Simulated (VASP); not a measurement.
# MnHg (Pm-3m) in VASP: single point with PBE

Aim: the single point of MnHg with PBE.

Program: VASP 6.6.1. These are calculated values, not measurements. Logs are shortened: lines on timing, memory, paths and dates and some standing lists are left out, and cuts for length are marked.

### 1 The cell of the first run

It takes space group Pm-3m (No. 221, cubic). The conventional cell has a = 3.315 Å, b = 3.315 Å, c = 3.315 Å, α = 90.00°, β = 90.00°, γ = 90.00°. Mn (site symmetry m-3m) has 8 Hg at 2.87 Å and 6 Mn at 3.31 to 3.32 Å within 3.8 Å. Within 3.8 Å of Hg (site symmetry m-3m) lie 8 Mn at 2.87 Å and 6 Hg at 3.31 Å.

### 2 Single point, PBE, collinear spin, antiferromagnetic start

Input file INCAR:

```
ALGO = Normal
EDIFF = 1E-7
ENCUT = 520
GGA = PE
ISIF = 2
ISMEAR = -1
ISPIN = 2
LASPH = True
LCHARG = False
LMAXMIX = 4
LORBIT = 11
LREAL = False
LWAVE = False
MAGMOM = 3.9 -3.9 0 0
NBANDS = 37
NELM = 150
PREC = Accurate
SIGMA = 0.025
```

Input file KPOINTS:

```
k-points
0
Gamma
  9 9 5
```

Input file POSCAR:

```
MnHg
1.0
    3.3150000000      0.0000000000      0.0000000000
    0.0000000000      3.3150000000      0.0000000000
    0.0000000000      0.0000000000      6.6300000000
Mn Hg
2 2
Direct
    0.5000000000      0.5000000000      0.2500000000
    0.5000000000      0.5000000000      0.7500000000
    0.0000000000      0.0000000000      0.0000000000
    0.0000000000      0.0000000000      0.5000000000
```

Potentials or basis: VASP PAW PBE potentials, release 64 (Mn_pv, Hg).

Launch:

```console
cat potpaw_PBE.64/Mn_pv/POTCAR potpaw_PBE.64/Hg/POTCAR > POTCAR
mpirun -np 1 vasp_std > vasp.out
```

OUTCAR:

```text
EDIFF = 1E-7
   ENCUT = 520
   GGA = PE
   ISIF = 2
   ISMEAR = -1
   ISPIN = 2
   LASPH = True
   LORBIT = 11
   LREAL = False
   NELM = 150
   PREC = Accurate

 ion  position               nearest neighbor table
   1  0.500  0.500  0.250-   3 2.87   4 2.87   3 2.87   4 2.87   3 2.87   4 2.87   3 2.87   4 2.87

   2  0.500  0.500  0.750-   3 2.87   4 2.87   3 2.87   4 2.87   3 2.87   4 2.87   3 2.87   4 2.87

   3  0.000  0.000  0.000-   1 2.87   2 2.87   1 2.87   2 2.87   1 2.87   2 2.87   1 2.87   2 2.87
                             4 3.31   4 3.31
   4  0.000  0.000  0.500-   1 2.87   2 2.87   1 2.87   2 2.87   1 2.87   2 2.87   1 2.87   2 2.87
                             3 3.31   3 3.31

  LATTYP: Found a simple tetragonal cell.
 ALAT       =     3.3150000000
 C/A-ratio  =     2.0000000000

  Lattice vectors:

 A1 = (   3.3150000000,   0.0000000000,   0.0000000000)
 A2 = (   0.0000000000,   3.3150000000,   0.0000000000)
 A3 = (   0.0000000000,   0.0000000000,   6.6300000000)

Analysis of symmetry for initial positions (statically):
=====================================================================
 Subroutine PRICEL returns following result:

  LATTYP: Found a simple cubic cell.
 ALAT       =     3.3150000000

  Lattice vectors:

 A1 = (   3.3150000000,   0.0000000000,   0.0000000000)
 A2 = (   0.0000000000,   3.3150000000,   0.0000000000)
 A3 = (   0.0000000000,   0.0000000000,   3.3150000000)

   2 primitive cells build up your supercell.

 Routine SETGRP: Setting up the symmetry group for a
 simple tetragonal supercell.

 Subroutine GETGRP returns: Found 16 space group operations
 (whereof 16 operations were pure point group operations)
 out of a pool of 16 trial point group operations.

The static configuration has the point symmetry D_4h.

Analysis of symmetry for dynamics (positions and initial velocities):
=====================================================================
 Subroutine PRICEL returns following result:

  LATTYP: Found a simple cubic cell.
 ALAT       =     3.3150000000

  Lattice vectors:

 A1 = (   3.3150000000,   0.0000000000,   0.0000000000)
 A2 = (   0.0000000000,   3.3150000000,   0.0000000000)
 A3 = (   0.0000000000,   0.0000000000,   3.3150000000)

   2 primitive cells build up your supercell.

 Routine SETGRP: Setting up the symmetry group for a
 simple tetragonal supercell.

 Subroutine GETGRP returns: Found 16 space group operations
 (whereof 16 operations were pure point group operations)
 out of a pool of 16 trial point group operations.

The dynamic configuration has the point symmetry D_4h.

Analysis of structural, dynamic, and magnetic symmetry:
=====================================================================
 Subroutine PRICEL returns following result:

  LATTYP: Found a simple cubic cell.
 ALAT       =     3.3150000000

  Lattice vectors:

 A1 = (   3.3150000000,   0.0000000000,   0.0000000000)
 A2 = (   0.0000000000,   3.3150000000,   0.0000000000)
 A3 = (   0.0000000000,   0.0000000000,   3.3150000000)

   2 primitive cells build up your supercell.

 Routine SETGRP: Setting up the symmetry group for a
 simple tetragonal supercell.

 Subroutine GETGRP returns: Found 16 space group operations
 (whereof 16 operations were pure point group operations)
 out of a pool of 16 trial point group operations.

The overall configuration has the point symmetry D_4h.

 Subroutine INISYM returns: Found 16 space group operations
 (whereof 16 operations are pure point group operations),
 and found     2 'primitive' translations

----------------------------------------------------------------------------------------

                                     Primitive cell

  volume of cell :      36.4293

  direct lattice vectors                    reciprocal lattice vectors
     3.315000000  0.000000000  0.000000000     0.301659125  0.000000000  0.000000000
     0.000000000  3.315000000  0.000000000     0.000000000  0.301659125  0.000000000
     0.000000000  0.000000000  3.315000000     0.000000000  0.000000000  0.301659125

  length of vectors
     3.315000000  3.315000000  3.315000000     0.301659125  0.301659125  0.301659125

  position of ions in fractional coordinates (direct lattice)
     0.500000000  0.500000000  0.500000000
     0.000000000  0.000000000  0.000000000

  ion indices of the primitive-cell ions
   primitive index   ion index
                 1           1
                 2           3

----------------------------------------------------------------------------------------

 KPOINTS: k-points

Automatic generation of k-mesh.
 Grid dimensions read from file:
 generate k-points for:    9    9    5

 Generating k-lattice:

  Cartesian coordinates                     Fractional coordinates (reciprocal lattice)
     0.033517681  0.000000000  0.000000000     0.111111111  0.000000000  0.000000000
     0.000000000  0.033517681  0.000000000     0.000000000  0.111111111  0.000000000
     0.000000000  0.000000000  0.030165913     0.000000000  0.000000000  0.200000000

  Length of vectors
     0.033517681  0.033517681  0.030165913

  Shift w.r.t. Gamma in fractional coordinates (k-lattice)
     0.000000000  0.000000000  0.000000000

 Subroutine IBZKPT returns following result:
 ===========================================

 Found     45 irreducible k-points:

 Following reciprocal coordinates:
            Coordinates               Weight
  0.000000  0.000000  0.000000      1.000000
  0.111111  0.000000  0.000000      4.000000
  0.222222  0.000000  0.000000      4.000000
  0.333333  0.000000  0.000000      4.000000
  0.444444  0.000000  0.000000      4.000000
  0.111111  0.111111  0.000000      4.000000
[... 16 lines left out ...]
  0.333333  0.111111  0.200000     16.000000
  0.444444  0.111111  0.200000     16.000000
 [... further k-points ...]
   k-points           NKPTS =     45   k-points in BZ     NKDIM =     45   number of bands    NBANDS=     37
   number of dos      NEDOS =    301   number of ions     NIONS =      4
   total plane-waves  NPLWV =  39200
   dimension x,y,z NGX =    28 NGY =   28 NGZ =   50
   dimension x,y,z NGXF=    56 NGYF=   56 NGZF=  100
   ions per type =               2   2
   NGX,Y,Z   is equivalent  to a cutoff of  14.04, 14.04, 12.54 a.u.
   NGXF,Y,Z  is equivalent  to a cutoff of  28.08, 28.08, 25.07 a.u.
 SYSTEM =  unknown system
   PREC   = accura    normal or accurate (medium, high low for compatibility)
   ISTART =      0    job   : 0-new  1-cont  2-samecut
   ICHARG =      2    charge: 1-file 2-atom 10-const
   ISPIN  =      2    spin polarized calculation?
   LNONCOLLINEAR =      F non collinear calculations
   LSORBIT =      F    spin-orbit coupling
   LASPH  =      T    aspherical Exc in radial PAW
   ENCUT  =  520.0 eV  38.22 Ry    6.18 a.u.   6.16  6.16 12.33*2*pi/ulx,y,z
   NELM   =    150;   NELMIN=  2; NELMDL= -5     # of ELM steps
   EDIFF  = 0.1E-06   stopping-criterion for ELM
   LREAL  =      F    real-space projection
   EDIFFG = 0.1E-05   stopping-criterion for IOM
   NSW    =      0    number of steps for IOM
   IBRION =     -1    ionic relax: 0-MD 1-quasi-New 2-CG
   NFREE  =      0    steps in history (QN), initial steepest desc. (CG)
   ISIF   =      2    stress and relaxation
   ISYM   =      2    0-nonsym 1-usesym 2-fastsym
   POTIM  = 0.5000    time-step for ionic-motion
   TEBEG  =    0.0;   TEEND  =   0.0 temperature during run
   PSTRESS=    0.0 pullay stress
   NELECT =      50.0000    total number of electrons
   NUPDOWN=      -1.0000    fix difference up-down
   EMIN   =  10.00;   EMAX   =-10.00  energy-range for DOS
   EFERMI =   0.00;   METHOD = LEGACY
   ISMEAR =    -1;   SIGMA  =   0.03  broadening in eV -4-tet -1-fermi 0-gaus
   EFERMI_NEDOS =   21; number of points for ismear=-14 and -15
   IALGO  =     38    algorithm
   IMIX   =      4    mixing-type and parameters
     AMIX     =   0.40;   BMIX     =  1.00
     AMIX_MAG =   1.60;   BMIX_MAG =  1.00
  volume/ion in A,a.u.               =      18.21       122.92
  Fermi-wavevector in a.u.,A,eV,Ry     =   1.444014  2.728790 28.370534  2.085175
  Thomas-Fermi vector in A             =   2.562356
   LORBIT       =     11    0 simple, 1 ext, 2 COOP (PROOUT), +10 PAW based schemes
   GGA     = PE    functional components
   LHFCALC =     F    Hartree Fock is set to
   AEXX    =    0.0000 exact exchange contribution
   IVDW    =     0    specifies the selected vdW correction
   LEPSILON=     F    determine dielectric tensor
   LRPA    =     F    only Hartree local field effects (RPA)
 spin polarized calculation
  energy-cutoff  :      520.00
  volume of cell :       72.86
 maximum number of plane-waves:      1980
 NGX is ok and might be reduce to    28
   NGX = 13   NGY = 13   NGZ = 25

 number of electron      50.0000019 magnetization      -0.0000000

 number of electron      50.0000019 magnetization       0.0000000

 Free energy of the ion-electron system (eV)
  ---------------------------------------------------
  ext. energy  EPLUGINS =         0.00000000
  ---------------------------------------------------
  free energy    TOTEN  =       -17.07808412 eV

  energy without entropy =      -17.07246340  energy(sigma->0) =      -17.07527376

 E-fermi :   5.6139     XC(G=0): -11.6807

 val. band max:        5.6125960885   @ k =   0.4444   0.4444   0.0000
 cond. band min:       5.6272198007   @ k =   0.2222   0.1111   0.0000
 fundamental gap:      0.0146237122
 Fermi energy:         5.6138888705

 spin component 1

 k-point     1 :       0.0000    0.0000    0.0000
  band No.  band energies     occupation
      1     -44.6982      1.00000
      2     -44.6982      1.00000
      3     -44.6511      1.00000
      4     -40.6379      1.00000
      5     -40.6377      1.00000
      6     -40.6377      1.00000
[... 29 lines left out ...]
     36      16.4774      0.00000
     37      16.7079      0.00000

 k-point     2 :       0.1111    0.0000    0.0000
  band No.  band energies     occupation
      1     -44.7001      1.00000
      2     -44.6981      1.00000
      3     -44.6509      1.00000
      4     -40.6400      1.00000
      5     -40.6377      1.00000
      6     -40.6376      1.00000
[... 29 lines left out ...]
     36      15.9996      0.00000
     37      17.0513      0.00000
[... 838 lines left out ...]
     36      16.6477      0.00000
     37      16.8502      0.00000

 k-point    24 :       0.4444    0.1111    0.2000
  band No.  band energies     occupation
      1     -44.7136      1.00000
      2     -44.6990      1.00000
      3     -44.6496      1.00000
      4     -40.6566      1.00000
      5     -40.6385      1.00000
      6     -40.6359      1.00000
[... 29 lines left out ...]
     36      15.1926      0.00000
     37      15.6995      0.00000

 [... further k-points ...]

 spin component 2

 k-point     1 :       0.0000    0.0000    0.0000
  band No.  band energies     occupation
      1     -44.6982      1.00000
      2     -44.6982      1.00000
      3     -44.6511      1.00000
      4     -40.6379      1.00000
      5     -40.6377      1.00000
      6     -40.6377      1.00000
[... 29 lines left out ...]
     36      16.4774      0.00000
     37      16.7079      0.00000

 k-point     2 :       0.1111    0.0000    0.0000
  band No.  band energies     occupation
      1     -44.7001      1.00000
      2     -44.6981      1.00000
      3     -44.6509      1.00000
      4     -40.6400      1.00000
      5     -40.6377      1.00000
      6     -40.6376      1.00000
[... 29 lines left out ...]
     36      15.9996      0.00000
     37      17.0513      0.00000
[... 838 lines left out ...]
     36      16.6477      0.00000
     37      16.8502      0.00000

 k-point    24 :       0.4444    0.1111    0.2000
  band No.  band energies     occupation
      1     -44.7136      1.00000
      2     -44.6990      1.00000
      3     -44.6496      1.00000
      4     -40.6566      1.00000
      5     -40.6385      1.00000
      6     -40.6359      1.00000
[... 29 lines left out ...]
     36      15.1926      0.00000
     37      15.6995      0.00000

 [... further k-points ...]
[... 5 lines left out ...]
  --------------------------------------------------------------------------------------
  -------------------------------------------------------------------------------------
  Total        0.3270713      0.3270713      0.2768803      0.0000000     -0.0000000      0.0000000
  in kB        7.1923776      7.1923776      6.0886656      0.0000000     -0.0000000      0.0000000
  external PRESSURE =       6.8244736 kB  Pullay stress =       0.0000000 kB

 VOLUME and BASIS-vectors are now :
 -----------------------------------------------------------------------------
  energy-cutoff  :      520.00
  volume of cell :       72.86
      direct lattice vectors                 reciprocal lattice vectors
     3.315000000  0.000000000  0.000000000     0.301659125  0.000000000  0.000000000
     0.000000000  3.315000000  0.000000000     0.000000000  0.301659125  0.000000000
     0.000000000  0.000000000  6.630000000     0.000000000  0.000000000  0.150829563

 POSITION                                       TOTAL-FORCE (eV/Angst)
 -----------------------------------------------------------------------------------
      1.65750      1.65750      1.65750        -0.000000     -0.000000      0.000000
      1.65750      1.65750      4.97250         0.000000      0.000000     -0.000000
      0.00000      0.00000      0.00000        -0.000000      0.000000     -0.000000
      0.00000      0.00000      3.31500        -0.000000      0.000000     -0.000000
 -----------------------------------------------------------------------------------
    total drift:                                0.000000      0.000000      0.000000

  FREE ENERGIE OF THE ION-ELECTRON SYSTEM (eV)
  ---------------------------------------------------
  free  energy   TOTEN  =       -17.0780841152 eV

  energy  without entropy=      -17.0724634014  energy(sigma->0) =      -17.07527376

 total charge

# of ion       s       p       d       tot
------------------------------------------
    1        0.254   6.174   4.973  11.401
    2        0.254   6.174   4.973  11.401
    3        0.831   0.510   9.250  10.591
    4        0.831   0.510   9.250  10.591
--------------------------------------------------
tot          2.169  13.368  28.446  43.983

 magnetization (x)

# of ion       s       p       d       tot
------------------------------------------
    1        0.039   0.031   3.771   3.841
    2       -0.039  -0.031  -3.771  -3.841
    3        0.000   0.000   0.000   0.000
    4        0.000   0.000   0.000   0.000
--------------------------------------------------
tot          0.000   0.000   0.000   0.000
```

It took 3.5 min on 1 thread of Intel Xeon Platinum 8375C at 2.90GHz (Ice Lake), shared host; peak memory 0.33 GiB.

Results:

| Property | Result |
| --- | --- |
| Free energy | -17.0781 eV |
| Pressure | 0.7 GPa |
| Band gap on the k mesh | zero (filled and empty bands overlap) |
| Net moment | 0.00 μB per cell |
| Site moments | Mn +3.84, -3.84; Hg +0.00 μB |
| Valence electrons inside the program's atomic spheres | Mn 11.40; Hg 10.59 |

Caveat: the antiferromagnetic order is the one typed at the start, and another may lie lower; spin-orbit coupling is left out, which moves the levels of the heavy elements.
